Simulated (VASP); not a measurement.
Here is a VASP 6.6.1 calculation.

Contents of INCAR:

```
SYSTEM = Be
PREC = Accurate
ENCUT = 520
EDIFF = 1E-6
ISMEAR = -1
SIGMA = 0.1
LREAL = .False.
LASPH = .True.
NELM = 80
ALGO = Normal
ISIF = 2
LWAVE = .False.
LCHARG = .False.
GGA = RE
NBANDS = 9
```

Contents of KPOINTS:

```
regular mesh
0
Gamma
  12 12 12
  0 0 0
```

POSCAR

```
Be
1.0
    0.0000000000      2.5635137787      2.5635137787
    2.5635137787      0.0000000000      2.5635137787
    2.5635137787      2.5635137787      0.0000000000
Be
2
Direct
    0.1250000000      0.1250000000      0.1250000000
    0.8750000000      0.8750000000      0.8750000000
```

Potentials or basis: VASP PAW PBE potentials, release 64 (Be).

Command:

```bash
$ cat potpaw_PBE.64/Be/POTCAR > POTCAR
$ mpirun -np 1 vasp_std > vasp.out
```

(1) Estimate the pressure.

(2) Predict the band gap on the k mesh.

Results:

(1) -3.9 GPa.

(2) zero (band 2 reaches 5.54 eV, above the bottom of band 3 at 0.09 eV).

Caveat: the PAW data sets were made with another functional, which shifts forces and pressure a little.
